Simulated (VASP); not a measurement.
Crystal: Al3C2.

```
CELL_PARAMETERS angstrom
1.63704 0.94515 7.54337
-1.63704 0.94515 7.54337
0.00000 -1.89029 7.54337
ATOMIC_POSITIONS crystal
Al 0.00000 0.00000 0.00000
Al 0.21170 0.21170 0.21170
Al 0.78830 0.78830 0.78830
C 0.40080 0.40080 0.40080
C 0.59920 0.59920 0.59920
```

The cell was built from a structure type or drawn by symmetry, and may not be a known phase.

| Property | Result |
| --- | --- |
| Program | VASP 6.6.1 |
| Task | relaxation of cell and atoms |
| Functional | PBE |
| Potentials or basis | VASP PAW PBE potentials, release 64 (Al, C) |
| Cutoff | 600 eV |
| k mesh | 6 × 6 × 6 |
| Occupations | gaussian, width 0.1 eV |
| Spin | no spin polarisation |

At the start: pressure -22.9 GPa; volume 14.01 Å³/atom.

How do energy, volume and symmetry change on relaxing?

Over 13 steps the energy falls by 486.6 meV/atom and the volume is 11.47 Å³/atom (-18.1 %); space group R-3m (No. 166, to 0.1 Å) before and after.

The path:
```
step  energy change (eV)  largest force (eV/Å)  pressure (GPa)  volume (Å³)
   1              0.0000                3.1560          -22.95        70.03
   2             -1.8559                1.5554           14.74        51.59
   3             -1.9286                1.6147            5.22        53.98
   4             -2.2941                0.6448            3.98        54.66
   5             -2.3795                0.3990            3.90        55.05
   6             -2.3839                0.3430            3.97        55.22
   7             -2.3856                0.2801            3.93        55.16
   8             -2.4175                0.2902           -2.24        57.67
   9             -2.4192                0.2790           -1.18        57.20
  10             -2.4287                0.1671            0.29        57.09
  11             -2.4288                0.1446            0.16        57.10
  12             -2.4310                0.0979            0.14        57.18
  13             -2.4328                0.0168            0.13        57.33
```

Final structure:
```
Al C
1.0
     1.56499    0.90355    6.75693
    -1.56499    0.90355    6.75693
     0.00000   -1.80710    6.75693
Al C
3 2
Direct
  0.00000 0.00000 0.00000
  0.22820 0.22820 0.22820
  0.77180 0.77180 0.77180
  0.39516 0.39516 0.39516
  0.60484 0.60484 0.60484
```

Caveat: the k points lie up to 0.39 Å⁻¹ apart in the final cell, too coarse for converged energies and pressures of a metal; the volume moved by over 15 % at a fixed basis, so the end points are rough.
